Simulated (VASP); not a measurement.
SiNi3: single point with PBEsol

Crystal: SiNi3.

```
CELL_PARAMETERS angstrom
3.63431 0.00000 0.00000
0.00000 3.63431 0.00000
0.00000 0.00000 3.46125
ATOMIC_POSITIONS crystal
Si 0.00000 0.00000 0.00000
Ni 0.00000 0.50000 0.50000
Ni 0.50000 0.00000 0.50000
Ni 0.50000 0.50000 0.00000
```

This cell differs from its parent crystal: strain +0.050 along x and y, +0.000 along z.

- Program: VASP 6.6.1
- Task: single point
- Functional: PBEsol
- Potentials or basis: VASP PAW PBE potentials, release 64 (Si, Ni)
- Cutoff: 520 eV
- k mesh: 14 × 14 × 14
- Occupations: gaussian, width 0.15 eV
- Spin: no spin polarisation
- Dipole correction: no
- Further INCAR settings: ALGO = Fast; EDIFF = 1e-06; NBANDS = 25

The pressure is -18.1 GPa. The band gap on the k mesh is zero (bands 17 and 18 overlap by 0.31 eV).

Stress tensor (GPa, compression positive):
```
-20.04   0.00   0.00
  0.00 -20.04   0.00
  0.00   0.00 -14.24
```

Levels at points of the mesh, in eV from the Fermi level:
```tsv
k point	band 15	band 16	band 17	band 18	band 19	band 20
(0.00, 0.00, 0.00)	-0.30	-0.22	-0.13	0.06	0.06	4.19
(0.50, 0.00, 0.00)	-1.07	-0.47	0.06	3.03	3.63	4.67
(0.50, 0.50, 0.00)	-1.13	-0.97	-0.95	0.47	0.47	5.47
(0.00, 0.00, 0.50)	-1.04	-0.63	-0.13	3.51	3.51	4.50
(0.50, 0.00, 0.50)	-1.00	-0.96	-0.86	0.62	0.63	5.15
(0.50, 0.50, 0.50)	-1.04	-0.33	-0.25	-0.25	-0.15	0.97
```

Run time: 8 min on 1 thread of Intel Xeon 8259CL, with other jobs on the host, peak memory 0.37 GiB.

Caveat: the cell differs from its parent crystal (strain +0.050 along x and y, +0.000 along z); the cell stands under tension; the PAW data sets were made with another functional, which shifts forces and pressure a little. Spin polarisation is off, so any magnetic state and its effect on volume and gap are missing.
